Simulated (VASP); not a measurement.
A run of VASP 6.6.1 is set up as follows.

File INCAR:

```
SYSTEM = I
PREC = Accurate ; ENCUT = 520
EDIFF = 1E-6 ; ISMEAR = -1
SIGMA = 0.05 ; LREAL = .False.
LASPH = .True. ; NELM = 100
ALGO = Normal ; ISIF = 2
LWAVE = .False. ; LCHARG = .True.
GGA = PS ; LELF = .True.
LVHAR = .True. ; NBANDS = 10
```

File KPOINTS:

```
regular mesh
0
Gamma
  14 14 14
  0 0 0
```

The input POSCAR:

```
I
1.0
    0.0000000000      2.5149050595      2.5149050595
    2.5149050595      0.0000000000      2.5149050595
    2.5149050595      2.5149050595      0.0000000000
I
1
Direct
    0.0000000000      0.0000000000      0.0000000000
```

Potentials or basis: VASP PAW PBE potentials, release 64 (I).

Launch:

```sh
$ cat potpaw_PBE.64/I/POTCAR > POTCAR
$ mpirun -np 1 vasp_std > vasp.out
```

Predict the pressure.

0.0 GPa.

Caveat: the PAW data sets were made with another functional, which shifts forces and pressure a little; an odd number of electrons without spin polarisation forces a metal; a magnetic or distorted state may lie lower.
